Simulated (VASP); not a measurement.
# Si2Mo (I4/mmm) in VASP: settings compared, part 2 of 2

VASP 6.6.1.

### 3 Single point, PBEsol, collinear spin (13.15 Å³/atom)

This run uses another cell than the first one, of 13.15 Å³/atom.

File INCAR:

```
  PREC = Accurate
  ENCUT = 520
  EDIFF = 1E-6
  ISMEAR = 0
  SIGMA = 0.15
  LREAL = False
  LASPH = True
  NELM = 150
  ALGO = Normal
  ISIF = 2
  LWAVE = False
  LCHARG = False
  ISPIN = 2
  MAGMOM = 1 0 0
  LORBIT = 11
  NUPDOWN = 1.0
  LMAXMIX = 4
  GGA = PS
  NBANDS = 22
```

File KPOINTS:

```
regular mesh
0
Gamma
  12 12 12
```

File POSCAR:

```
Si2Mo
1.0
   -1.5892614214      1.5892614214      3.9041200105
    1.5892614214     -1.5892614214      3.9041200105
    1.5892614214      1.5892614214     -3.9041200105
Mo Si
1 2
Direct
    0.0000000000      0.0000000000      0.0000000000
    0.6670000000      0.6670000000      0.0000000000
    0.3330000000      0.3330000000      0.0000000000
```

Potentials or basis: VASP PAW PBE potentials, release 64 (Mo_sv, Si).

Command:

```
$ cat potpaw_PBE.64/Mo_sv/POTCAR potpaw_PBE.64/Si/POTCAR > POTCAR
$ mpirun -np 1 vasp_std > vasp.out
```

OUTCAR:

```text
PREC = Accurate
   ENCUT = 520
   EDIFF = 1E-6
   ISMEAR = 0
   LREAL = False
   LASPH = True
   NELM = 150
   ISIF = 2
   ISPIN = 2
   LORBIT = 11
   NUPDOWN = 1.0
   GGA = PS

 ion  position               nearest neighbor table
   1  0.000  0.000  0.000-   2 2.60   3 2.60   2 2.60   3 2.60   2 2.60   3 2.60   3 2.60   2 2.60
                             2 2.60   3 2.60
   2  0.667  0.667  0.000-   3 2.59   3 2.59   3 2.59   3 2.59   1 2.60   1 2.60   1 2.60   1 2.60
                             1 2.60   3 2.61
   3  0.333  0.333  0.000-   2 2.59   2 2.59   2 2.59   2 2.59   1 2.60   1 2.60   1 2.60   1 2.60
                             1 2.60   2 2.61

  LATTYP: Found a body centered tetragonal cell.
 ALAT       =     3.1785228428
 C/A-ratio  =     2.4565625000

  Lattice vectors:

 A1 = (  -1.5892614214,   1.5892614214,   3.9041200105)
 A2 = (   1.5892614214,  -1.5892614214,   3.9041200105)
 A3 = (   1.5892614214,   1.5892614214,  -3.9041200105)

Analysis of symmetry for initial positions (statically):
=====================================================================
 Subroutine PRICEL returns:
 Original cell was already a primitive cell.

 Routine SETGRP: Setting up the symmetry group for a
 body centered tetragonal supercell.

 Subroutine GETGRP returns: Found 16 space group operations
 (whereof 16 operations were pure point group operations)
 out of a pool of 16 trial point group operations.

The static configuration has the point symmetry D_4h.

Analysis of symmetry for dynamics (positions and initial velocities):
=====================================================================
 Subroutine PRICEL returns:
 Original cell was already a primitive cell.

 Routine SETGRP: Setting up the symmetry group for a
 body centered tetragonal supercell.

 Subroutine GETGRP returns: Found 16 space group operations
 (whereof 16 operations were pure point group operations)
 out of a pool of 16 trial point group operations.

The dynamic configuration has the point symmetry D_4h.

Analysis of structural, dynamic, and magnetic symmetry:
=====================================================================
 Subroutine PRICEL returns:
 Original cell was already a primitive cell.

 Routine SETGRP: Setting up the symmetry group for a
 body centered tetragonal supercell.

 Subroutine GETGRP returns: Found 16 space group operations
 (whereof 16 operations were pure point group operations)
 out of a pool of 16 trial point group operations.

The overall configuration has the point symmetry D_4h.

 Subroutine INISYM returns: Found 16 space group operations
 (whereof 16 operations are pure point group operations),
 and found     1 'primitive' translations

----------------------------------------------------------------------------------------

                                     Primitive cell

  volume of cell :      39.4434

  direct lattice vectors                    reciprocal lattice vectors
    -1.589261421  1.589261421  3.904120010     0.000000000  0.314611551  0.128069834
     1.589261421 -1.589261421  3.904120010     0.314611551  0.000000000  0.128069834
     1.589261421  1.589261421 -3.904120010     0.314611551  0.314611551  0.000000000

  length of vectors
[... 79 lines left out ...]
   LNONCOLLINEAR =      F non collinear calculations
   LSORBIT =      F    spin-orbit coupling
   LASPH  =      T    aspherical Exc in radial PAW
   ENCUT  =  520.0 eV  38.22 Ry    6.18 a.u.   8.38  8.38  8.38*2*pi/ulx,y,z
   NELM   =    150;   NELMIN=  2; NELMDL= -5     # of ELM steps
   EDIFF  = 0.1E-05   stopping-criterion for ELM
   LREAL  =      F    real-space projection
   EDIFFG = 0.1E-04   stopping-criterion for IOM
   NSW    =      0    number of steps for IOM
   IBRION =     -1    ionic relax: 0-MD 1-quasi-New 2-CG
   NFREE  =      0    steps in history (QN), initial steepest desc. (CG)
   ISIF   =      2    stress and relaxation
   ISYM   =      2    0-nonsym 1-usesym 2-fastsym
   POTIM  = 0.5000    time-step for ionic-motion
   TEBEG  =    0.0;   TEEND  =   0.0 temperature during run
   PSTRESS=    0.0 pullay stress
   NELECT =      22.0000    total number of electrons
   NUPDOWN=       1.0000    fix difference up-down
   EMIN   =  10.00;   EMAX   =-10.00  energy-range for DOS
   EFERMI =   0.00;   METHOD = LEGACY
   ISMEAR =     0;   SIGMA  =   0.15  broadening in eV -4-tet -1-fermi 0-gaus
   EFERMI_NEDOS =   21; number of points for ismear=-14 and -15
   IALGO  =     38    algorithm
   IMIX   =      4    mixing-type and parameters
     AMIX     =   0.40;   BMIX     =  1.00
     AMIX_MAG =   1.60;   BMIX_MAG =  1.00
  volume/ion in A,a.u.               =      13.15        88.73
  Fermi-wavevector in a.u.,A,eV,Ry     =   1.347590  2.546576 24.708164  1.815999
  Thomas-Fermi vector in A             =   2.475328
   LORBIT       =     11    0 simple, 1 ext, 2 COOP (PROOUT), +10 PAW based schemes
   GGA     = PS    functional components
   LHFCALC =     F    Hartree Fock is set to
   AEXX    =    0.0000 exact exchange contribution
   IVDW    =     0    specifies the selected vdW correction
   LEPSILON=     F    determine dielectric tensor
   LRPA    =     F    only Hartree local field effects (RPA)
 spin polarized calculation
 Gauss-broadening in eV      SIGMA  =   0.15
  energy-cutoff  :      520.00
  volume of cell :       39.44
 maximum number of plane-waves:      1080
 NGX is ok and might be reduce to    36
   NGX = 17   NGY = 17   NGZ = 17

 number of electron      22.0000000 magnetization       1.0000000

 Free energy of the ion-electron system (eV)
  ---------------------------------------------------
  ext. energy  EPLUGINS =         0.00000000
  ---------------------------------------------------
  free energy    TOTEN  =       -24.33667950 eV

  energy without entropy =      -24.32278899  energy(sigma->0) =      -24.32973425

 E-fermi :  11.3157     XC(G=0): -12.6049

 val. band max:       13.6927042727   @ k =  -0.0833  -0.3333   0.0833
 cond. band min:      11.3227537763   @ k =  -0.4167  -0.4167   0.3333
 fundamental gap:     -2.3699504964
 Fermi energy:        13.6981107583

 spin component 1

 k-point     1 :       0.0000    0.0000    0.0000
  band No.  band energies     occupation
      1     -48.4032      1.00000
      2     -22.6641      1.00000
      3     -22.5035      1.00000
      4     -22.5035      1.00000
      5      -1.1982      1.00000
      6       5.8899      1.00000
[... 589 lines left out ...]
     21      25.2890      0.00000
     22      26.6547      0.00000

 [... further k-points ...]

 spin component 2

 k-point     1 :       0.0000    0.0000    0.0000
  band No.  band energies     occupation
      1     -47.9873      1.00000
      2     -22.2205      1.00000
      3     -22.0429      1.00000
      4     -22.0429      1.00000
      5      -1.0092      1.00000
      6       6.1137      1.00000
[... 589 lines left out ...]
     21      25.5129      0.00000
     22      26.8634      0.00000

 [... further k-points ...]

------------------------ aborting loop because EDIFF is reached ----------------------------------------

  FORCE on cell =-STRESS in cart. coord.  units (eV):
  Direction    XX          YY          ZZ          XY          YZ          ZX
  --------------------------------------------------------------------------------------
  -------------------------------------------------------------------------------------
  Total        1.2299352      1.2299352      2.9934778      0.0000000      0.0000000      0.0000000
  in kB       49.9596036     49.9596036    121.5941827      0.0000000      0.0000000      0.0000000
  external PRESSURE =      73.8377967 kB  Pullay stress =       0.0000000 kB

 VOLUME and BASIS-vectors are now :
 -----------------------------------------------------------------------------
  energy-cutoff  :      520.00
  volume of cell :       39.44
      direct lattice vectors                 reciprocal lattice vectors
    -1.589261421  1.589261421  3.904120010     0.000000000  0.314611551  0.128069834
     1.589261421 -1.589261421  3.904120010     0.314611551  0.000000000  0.128069834
     1.589261421  1.589261421 -3.904120010     0.314611551  0.314611551  0.000000000

 POSITION                                       TOTAL-FORCE (eV/Angst)
 -----------------------------------------------------------------------------------
      0.00000      0.00000      0.00000         0.000000      0.000000      0.000000
      0.00000      0.00000      5.20810         0.000000      0.000000      0.150409
      0.00000      0.00000      2.60014        -0.000000     -0.000000     -0.150409
 -----------------------------------------------------------------------------------
    total drift:                                0.000000      0.000000     -0.000000

  FREE ENERGIE OF THE ION-ELECTRON SYSTEM (eV)
  ---------------------------------------------------
  free  energy   TOTEN  =       -24.3366795016 eV

  energy  without entropy=      -24.3227889907  energy(sigma->0) =      -24.32973425

 total charge

# of ion       s       p       d       tot
------------------------------------------
    1        2.295   6.218   4.189  12.702
    2        0.753   0.894   0.000   1.647
    3        0.753   0.894   0.000   1.647
--------------------------------------------------
tot          3.801   8.006   4.189  15.996

 magnetization (x)

# of ion       s       p       d       tot
------------------------------------------
    1        0.004   0.010   0.651   0.665
    2        0.016   0.038   0.000   0.053
    3        0.016   0.038   0.000   0.053
--------------------------------------------------
tot          0.035   0.085   0.651   0.772
```

OSZICAR:

```text
N       E                     dE             d eps       ncg     rms          rms(c)
DAV:   1     0.121660240129E+03    0.12166E+03   -0.10630E+04 14384   0.928E+02
DAV:   2    -0.222047246097E+02   -0.14386E+03   -0.13959E+03 16792   0.263E+02
DAV:   3    -0.253086922743E+02   -0.31040E+01   -0.30819E+01 17670   0.347E+01
DAV:   4    -0.253225817981E+02   -0.13890E-01   -0.13887E-01 15880   0.275E+00
DAV:   5    -0.253226806443E+02   -0.98846E-04   -0.98843E-04 17944   0.227E-01    0.234E+01
DAV:   6    -0.244952178453E+02    0.82746E+00   -0.48766E+00 15604   0.134E+01    0.588E+00
DAV:   7    -0.243750183109E+02    0.12020E+00   -0.71200E-01 15094   0.469E+00    0.527E+00
DAV:   8    -0.243405557029E+02    0.34463E-01   -0.50856E-02 17188   0.142E+00    0.177E+00
DAV:   9    -0.243371209769E+02    0.34347E-02   -0.65672E-03 16546   0.470E-01    0.271E-01
DAV:  10    -0.243367009215E+02    0.42006E-03   -0.67357E-04 16600   0.189E-01    0.130E-01
DAV:  11    -0.243366780554E+02    0.22866E-04   -0.95460E-05 17172   0.612E-02    0.559E-02
DAV:  12    -0.243366798744E+02   -0.18190E-05   -0.98539E-06 16756   0.191E-02    0.195E-02
DAV:  13    -0.243366795016E+02    0.37289E-06   -0.17117E-06 13834   0.599E-03
   1 F= -.24336680E+02 E0= -.24329734E+02  d E =-.138905E-01  mag=     1.0000
```

stdout:

```text
POSCAR found type information on POSCAR MoSi
 POSCAR found :  2 types and       3 ions
 scaLAPACK will be used
 -----------------------------------------------------------------------------
|                                                                             |
|                                                                             |
|     You enforced a specific xc type in the INCAR file but a different       |
|     I HOPE YOU KNOW WHAT YOU ARE DOING!                                     |
|                                                                             |
 -----------------------------------------------------------------------------

 LDA part: xc-table for (Slater+PW92), standard interpolation
 POSCAR, INCAR and KPOINTS ok, starting setup
 FFT: planning ... GRIDC
 FFT: planning ... GRID_SOFT
 FFT: planning ... GRID
 WAVECAR not read
 entering main loop
```

Run time: 8.2 min. Hardware: 1 thread of Oxide Virtual Turin-like, shared host; peak memory 0.35 GiB.

Results:

- Free energy: -24.3367 eV
- Pressure: 7.4 GPa
- Largest force: 0.150 eV/Å
- Net moment: 1.00 μB per cell
- Site moments: Mo +0.67; Si +0.05 μB
- Valence electrons inside the program's atomic spheres: Mo 12.70; Si 1.65

Forces in eV/Å, atoms in the order of the input:
```
Mo   0.000  0.000  0.000
Si   0.000  0.000  0.150
Si   0.000  0.000 -0.150
```

Stress tensor (GPa, compression positive):
```
 5.00  0.00  0.00
 0.00  5.00  0.00
 0.00  0.00 12.16
```

Caveat: the stress differs along the axes, from 5 to 12 GPa; the PAW data sets were made with another functional, which shifts forces and pressure a little; the total moment is fixed, so each spin has its own Fermi level and the state may be an excited one.
